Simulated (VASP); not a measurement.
Nb: single point with RPBE

Nb:

```
Nb
1.0
     2.88205    0.00000    0.00000
    -0.96068    2.71722    0.00000
    -0.96068   -1.35861    2.35318
Nb
1
Direct
  0.00000 0.00000 0.00000
```

* Program: VASP 6.6.1
* Task: single point
* Functional: RPBE
* Potentials or basis: VASP PAW PBE potentials, release 64 (Nb_sv)
* Cutoff: 500 eV
* k mesh: 12 × 12 × 12
* Occupations: fermi-dirac, width 0.1 eV
* Spin: no spin polarisation

The pressure is -0.3 GPa.

Levels at points of the mesh, in eV from the Fermi level:
| k point | band 4 | band 5 | band 6 | band 7 | band 8 | band 9 |
| --- | --- | --- | --- | --- | --- | --- |
| (0.00, 0.00, 0.00) | -29.77 | -5.90 | 0.37 | 0.37 | 0.37 | 3.21 |
| (0.50, 0.00, 0.00) | -29.78 | -3.63 | -1.59 | 2.16 | 3.22 | 3.89 |
| (0.50, 0.50, 0.50) | -30.63 | -3.59 | -3.59 | 5.43 | 5.43 | 5.43 |

Wall time 9.9 s on 1 thread of Intel(R) Xeon(R) Platinum 8124M CPU @ 3.00GHz (Skylake/Cascade Lake), with other jobs on the host, peak memory 0.14 GiB.

Caveat: the PAW data sets were made with another functional, which shifts forces and pressure a little.
